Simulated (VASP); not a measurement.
# GaP (R-3m) in VASP: further runs

GaP is run at these levels: PBE, r2SCAN, LDA, PBEsol; tasks: single point.

Everything below comes from runs of VASP 6.6.1. Logs are shortened: lines on timing, memory, paths and dates and some standing lists are left out, and cuts for length are marked.

### Step 1. The cell of the first run

It takes space group R-3m (No. 166, trigonal). Conventional cell: a = 3.886 Å, b = 3.886 Å, c = 19.292 Å, α = 90.00°, β = 90.00°, γ = 120.00°. Ga (site symmetry 3m) has 3 P at 2.40 Å and 1 Ga at 2.49 Å within 3.2 Å. Within 2.9 Å of P (site symmetry 3m) lie 1 P at 2.21 Å and 3 Ga at 2.40 Å.

### Step 2. Single point, PBE

File INCAR:

```
PREC = Accurate
ENCUT = 520
EDIFF = 1E-7
ISMEAR = 1
SIGMA = 0.09
LREAL = False
LASPH = True
NELM = 60
ALGO = Normal
ISIF = 2
LWAVE = False
LCHARG = True
GGA = PE
LELF = True
LVHAR = True
NBANDS = 26
```

File KPOINTS:

```
Automatic mesh
0
Gamma
  12 12 12
```

File POSCAR:

```
GaP
1.0
    1.9430151755      1.1218003346      6.4308101003
   -1.9430151755      1.1218003346      6.4308101003
    0.0000000000     -2.2436006692      6.4308101003
Ga P
2 2
Direct
    0.4353720000      0.4353720000      0.4353720000
    0.5646280000      0.5646280000      0.5646280000
    0.0573890000      0.0573890000      0.0573890000
    0.9426110000      0.9426110000      0.9426110000
```

Potentials or basis: VASP PAW PBE potentials, release 64 (Ga_d, P).

Started as:

```
$ cat potpaw_PBE.64/Ga_d/POTCAR potpaw_PBE.64/P/POTCAR > POTCAR
$ mpirun -np 1 vasp_std > vasp.out
```

OUTCAR:

```text
PREC = Accurate
   ENCUT = 520
   EDIFF = 1E-7
   ISMEAR = 1
   LREAL = False
   LASPH = True
   NELM = 60
   ISIF = 2
   GGA = PE

 ion  position               nearest neighbor table
   1  0.435  0.435  0.435-   3 2.40   3 2.40   3 2.40   2 2.49
   2  0.565  0.565  0.565-   4 2.40   4 2.40   4 2.40   1 2.49
   3  0.057  0.057  0.057-   4 2.21   1 2.40   1 2.40   1 2.40
   4  0.943  0.943  0.943-   3 2.21   2 2.40   2 2.40   2 2.40

  LATTYP: Found a trigonal (rhomboedric) cell.
 ALAT       =     6.8109516596
 COS(alpha) =     0.8372328403

  Lattice vectors:

 A1 = (   1.9430151755,   1.1218003346,   6.4308101003)
 A2 = (  -1.9430151755,   1.1218003346,   6.4308101003)
 A3 = (   0.0000000000,  -2.2436006692,   6.4308101003)

Analysis of symmetry for initial positions (statically):
=====================================================================
 Subroutine PRICEL returns:
 Original cell was already a primitive cell.

 Routine SETGRP: Setting up the symmetry group for a
 trigonal (rhombohedral) supercell.

 Subroutine GETGRP returns: Found 12 space group operations
 (whereof 12 operations were pure point group operations)
 out of a pool of 12 trial point group operations.

The static configuration has the point symmetry D_3d.

Analysis of symmetry for dynamics (positions and initial velocities):
=====================================================================
 Subroutine PRICEL returns:
 Original cell was already a primitive cell.

 Routine SETGRP: Setting up the symmetry group for a
 trigonal (rhombohedral) supercell.

 Subroutine GETGRP returns: Found 12 space group operations
 (whereof 12 operations were pure point group operations)
 out of a pool of 12 trial point group operations.

The dynamic configuration has the point symmetry D_3d.

 Subroutine INISYM returns: Found 12 space group operations
 (whereof 12 operations are pure point group operations),
 and found     1 'primitive' translations

----------------------------------------------------------------------------------------

                                     Primitive cell

  volume of cell :      84.1025

  direct lattice vectors                    reciprocal lattice vectors
[... 83 lines left out ...]
   ISTART =      0    job   : 0-new  1-cont  2-samecut
   ICHARG =      2    charge: 1-file 2-atom 10-const
   ISPIN  =      1    spin polarized calculation?
   LNONCOLLINEAR =      F non collinear calculations
   LSORBIT =      F    spin-orbit coupling
   LASPH  =      T    aspherical Exc in radial PAW
   ENCUT  =  520.0 eV  38.22 Ry    6.18 a.u.  12.66 12.66 12.66*2*pi/ulx,y,z
   NELM   =     60;   NELMIN=  2; NELMDL= -5     # of ELM steps
   EDIFF  = 0.1E-06   stopping-criterion for ELM
   LREAL  =      F    real-space projection
   EDIFFG = 0.1E-05   stopping-criterion for IOM
   NSW    =      0    number of steps for IOM
   IBRION =     -1    ionic relax: 0-MD 1-quasi-New 2-CG
   NFREE  =      0    steps in history (QN), initial steepest desc. (CG)
   ISIF   =      2    stress and relaxation
   ISYM   =      2    0-nonsym 1-usesym 2-fastsym
   POTIM  = 0.5000    time-step for ionic-motion
   TEBEG  =    0.0;   TEEND  =   0.0 temperature during run
   PSTRESS=    0.0 pullay stress
   NELECT =      36.0000    total number of electrons
   NUPDOWN=      -1.0000    fix difference up-down
   EMIN   =  10.00;   EMAX   =-10.00  energy-range for DOS
   EFERMI =   0.00;   METHOD = LEGACY
   ISMEAR =     1;   SIGMA  =   0.09  broadening in eV -4-tet -1-fermi 0-gaus
   EFERMI_NEDOS =   21; number of points for ismear=-14 and -15
   IALGO  =     38    algorithm
   IMIX   =      4    mixing-type and parameters
     AMIX     =   0.40;   BMIX     =  1.00
     AMIX_MAG =   1.60;   BMIX_MAG =  1.00
  volume/ion in A,a.u.               =      21.03       141.89
  Fermi-wavevector in a.u.,A,eV,Ry     =   1.233785  2.331515 20.711129  1.522225
  Thomas-Fermi vector in A             =   2.368501
   LORBIT       =      0    0 simple, 1 ext, 2 COOP (PROOUT), +10 PAW based schemes
   GGA     = PE    functional components
   LHFCALC =     F    Hartree Fock is set to
   AEXX    =    0.0000 exact exchange contribution
   IVDW    =     0    specifies the selected vdW correction
   LEPSILON=     F    determine dielectric tensor
   LRPA    =     F    only Hartree local field effects (RPA)
 non-spin polarized calculation
 Methfessel and Paxton  Order N= 1 SIGMA  =   0.09
  energy-cutoff  :      520.00
  volume of cell :       84.10
 maximum number of plane-waves:      2282
 NGX is ok and might be reduce to    54
   NGX = 25   NGY = 25   NGZ = 25

 number of electron      36.0000008 magnetization

 Free energy of the ion-electron system (eV)
  ---------------------------------------------------
  ext. energy  EPLUGINS =         0.00000000
  ---------------------------------------------------
  free energy    TOTEN  =       -17.73914006 eV

  energy without entropy =      -17.73923988  energy(sigma->0) =      -17.73917333

 E-fermi :   4.6545     XC(G=0):  -9.6669

 val. band max:        4.6147025795   @ k =   0.0000   0.0000   0.0000
 cond. band min:       5.4520867421   @ k =   0.5000   0.5000   0.0000
 fundamental gap:      0.8373841625
 Fermi energy:         4.6544817398

 k-point     1 :       0.0000    0.0000    0.0000
  band No.  band energies     occupation
      1     -10.1408      2.00000
      2     -10.0151      2.00000
      3     -10.0151      2.00000
      4     -10.0012      2.00000
      5     -10.0012      2.00000
      6      -9.9497      2.00000
[... 685 lines left out ...]
     25      11.7368      0.00000
     26      12.3850      0.00000

 [... further k-points ...]
[... 5 lines left out ...]
  --------------------------------------------------------------------------------------
  -------------------------------------------------------------------------------------
  Total       -0.0126608     -0.0126608      0.0512586      0.0000000     -0.0000000      0.0000000
  in kB       -0.2411916     -0.2411916      0.9764915      0.0000000     -0.0000000      0.0000000
  external PRESSURE =       0.1647028 kB  Pullay stress =       0.0000000 kB

 VOLUME and BASIS-vectors are now :
 -----------------------------------------------------------------------------
  energy-cutoff  :      520.00
  volume of cell :       84.10
      direct lattice vectors                 reciprocal lattice vectors
     1.943015176  1.121800335  6.430810100     0.257332010  0.148570705  0.051833801
    -1.943015176  1.121800335  6.430810100    -0.257332010  0.148570705  0.051833801
     0.000000000 -2.243600669  6.430810100     0.000000000 -0.297141410  0.051833801

 POSITION                                       TOTAL-FORCE (eV/Angst)
 -----------------------------------------------------------------------------------
      0.00000      0.00000      8.39938         0.000000     -0.000000      0.055776
      0.00000      0.00000     10.89305         0.000000     -0.000000     -0.055776
      0.00000      0.00000      1.10717         0.000000     -0.000000      0.010810
      0.00000      0.00000     18.18526         0.000000      0.000000     -0.010810
 -----------------------------------------------------------------------------------
    total drift:                                0.000000      0.000000      0.000000

  FREE ENERGIE OF THE ION-ELECTRON SYSTEM (eV)
  ---------------------------------------------------
  free  energy   TOTEN  =       -17.7391400601 eV

  energy  without entropy=      -17.7392398770  energy(sigma->0) =      -17.73917333
```

stdout:

```text
POSCAR found type information on POSCAR GaP
 POSCAR found :  2 types and       4 ions
 scaLAPACK will be used
 LDA part: xc-table for (Slater+PW92), standard interpolation
 POSCAR, INCAR and KPOINTS ok, starting setup
 FFT: planning ... GRIDC
 FFT: planning ... GRID_SOFT
 FFT: planning ... GRID
 WAVECAR not read
 entering main loop
```

Wall time 19 min (1 thread of Intel Xeon Platinum 8488C (Sapphire Rapids), shared host); peak memory 0.62 GiB.

Results:

| Quantity | Value |
| --- | --- |
| Free energy | -17.7391 eV |
| Pressure | 0.0 GPa |
| Largest force | 0.056 eV/Å |
| Band gap on the k mesh | 0.84 eV (least direct gap 1.12 eV) |

Forces on the atoms (eV/Å):
```
Ga   0.000  0.000  0.056
Ga   0.000  0.000 -0.056
P    0.000  0.000  0.011
P    0.000  0.000 -0.011
```

A k mesh can miss the band edges.

### Step 3. Single point, PBE

File INCAR:

```
SYSTEM = GaP
PREC = Accurate
ENCUT = 520
EDIFF = 1E-6
ISMEAR = 1
SIGMA = 0.18
LREAL = .False.
LASPH = .True.
NELM = 80
ALGO = Normal
ISIF = 2
LWAVE = .False.
LCHARG = .False.
GGA = PE
NBANDS = 26
```

File KPOINTS:

```
Automatic mesh
0
Gamma
  12 12 12
  0 0 0
```

POSCAR is that of step 2.

Potentials or basis: VASP PAW PBE potentials, release 64 (Ga_d, P).

Started as:

```
$ cat potpaw_PBE.64/Ga_d/POTCAR potpaw_PBE.64/P/POTCAR > POTCAR
$ mpirun -np 1 vasp_std > vasp.out
```

OUTCAR:

```text
SYSTEM = GaP
   PREC = Accurate
   ENCUT = 520
   EDIFF = 1E-6
   ISMEAR = 1
   LREAL = .False.
   LASPH = .True.
   NELM = 80
   ISIF = 2
   GGA = PE

 ion  position               nearest neighbor table
   1  0.435  0.435  0.435-   3 2.40   3 2.40   3 2.40   2 2.49
   2  0.565  0.565  0.565-   4 2.40   4 2.40   4 2.40   1 2.49
   3  0.057  0.057  0.057-   4 2.21   1 2.40   1 2.40   1 2.40
   4  0.943  0.943  0.943-   3 2.21   2 2.40   2 2.40   2 2.40

  LATTYP: Found a trigonal (rhomboedric) cell.
 ALAT       =     6.8109516596
 COS(alpha) =     0.8372328403

  Lattice vectors:
[... 886 lines left out ...]

 [... further k-points ...]
[... 5 lines left out ...]
  --------------------------------------------------------------------------------------
  -------------------------------------------------------------------------------------
  Total       -0.0156796     -0.0156796      0.0450316      0.0000000      0.0000000      0.0000000
  in kB       -0.2987013     -0.2987013      0.8578648      0.0000000      0.0000000      0.0000000
  external PRESSURE =       0.0868207 kB  Pullay stress =       0.0000000 kB

 VOLUME and BASIS-vectors are now :
 -----------------------------------------------------------------------------
  energy-cutoff  :      520.00
  volume of cell :       84.10
      direct lattice vectors                 reciprocal lattice vectors
     1.943015176  1.121800335  6.430810100     0.257332010  0.148570705  0.051833801
    -1.943015176  1.121800335  6.430810100    -0.257332010  0.148570705  0.051833801
     0.000000000 -2.243600669  6.430810100     0.000000000 -0.297141410  0.051833801

 POSITION                                       TOTAL-FORCE (eV/Angst)
 -----------------------------------------------------------------------------------
      0.00000      0.00000      8.39938         0.000000      0.000000      0.056404
      0.00000      0.00000     10.89305         0.000000      0.000000     -0.056404
      0.00000      0.00000      1.10717         0.000000      0.000000      0.009888
      0.00000      0.00000     18.18526         0.000000      0.000000     -0.009888
 -----------------------------------------------------------------------------------
    total drift:                                0.000000      0.000000      0.000000

  FREE ENERGIE OF THE ION-ELECTRON SYSTEM (eV)
  ---------------------------------------------------
  free  energy   TOTEN  =       -17.7389393011 eV

  energy  without entropy=      -17.7395322697  energy(sigma->0) =      -17.73913696
```

stdout:

```text
POSCAR found type information on POSCAR GaP
 POSCAR found :  2 types and       4 ions
 scaLAPACK will be used
 LDA part: xc-table for (Slater+PW92), standard interpolation
 POSCAR, INCAR and KPOINTS ok, starting setup
 FFT: planning ... GRIDC
 FFT: planning ... GRID_SOFT
 FFT: planning ... GRID
 WAVECAR not read
 entering main loop
```

Run time: 16 min. Hardware: 1 thread of Intel Xeon Platinum 8488C (Sapphire Rapids), shared host; peak memory 0.62 GiB.

Results:

```yaml
Free_energy: -17.7389 eV
Pressure: 0.0 GPa
Largest_force: 0.056 eV/Å
Band_gap_on_the_k_mesh: 0.84 eV (least direct gap 1.12 eV)
```

Forces on the atoms (eV/Å):
```
Ga   0.000  0.000  0.056
Ga   0.000  0.000 -0.056
P    0.000  0.000  0.010
P    0.000  0.000 -0.010
```

A k mesh can miss the band edges.

(Part 1 of 2 ends here.)
